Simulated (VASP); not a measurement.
# SrTiO3: single point with PBE

The system is SrTiO3.

```xyz
5
Lattice="3.9411 -0.0001 0.0332 -0.0001 3.9464 -0.0341 0.0334 -0.0343 3.9799" Properties=species:S:1:pos:R:3 pbc="T T T"
Sr    3.8654    0.1414    0.0661
Ti    1.9072    2.0030    1.9808
O     1.9985    1.8020    0.0517
O     2.0199    3.8965    1.9790
O     0.2133    1.9350    1.9869
```

```yaml
Program: VASP 6.6.1
Task: single point
Functional: PBE
Potentials_or_basis: VASP PAW PBE potentials, release 64 (Sr_sv, Ti_sv, O)
Cutoff: 600 eV
k_mesh: 5 × 5 × 5, shifted
Occupations: fermi-dirac, width 0.0405 eV
Spin: no spin polarisation
```

| Quantity | Value |
| --- | --- |
| Pressure | 6.1 GPa |
| Largest force | 3.724 eV/Å |
| Band gap on the k mesh | 2.58 eV (least direct gap 3.30 eV) |

Forces in eV/Å, atoms in the order of the input:
```
Sr   0.278 -0.428 -0.149
Ti   2.152  0.109  0.085
O    0.576  0.655 -0.415
O    0.709 -0.294  0.205
O   -3.714 -0.042  0.274
```

Stress tensor (GPa, compression positive):
```
15.32 -0.97 -1.94
-0.97  3.26  1.70
-1.94  1.70 -0.38
```

Levels at points of the mesh, in eV from the valence-band top:
```
           k point  band 18  band 19  band 20  band 21  band 22  band 23
(0.50, 0.50, 0.50)    -0.34    -0.26     0.00     4.34     4.59     4.65
```

Wall time 79 s on 1 thread of Intel(R) Xeon(R) Platinum 8375C CPU @ 2.90GHz (Ice Lake), with other jobs on the host, peak memory 0.27 GiB.

Caveat: the stress differs along the axes, from -0 to 15 GPa; a shifted mesh leaves out Γ, where band edges can lie; forces of over 1 eV/Å act on the atoms, so gaps and moduli don't describe the material at rest. A k mesh can miss the band edges.
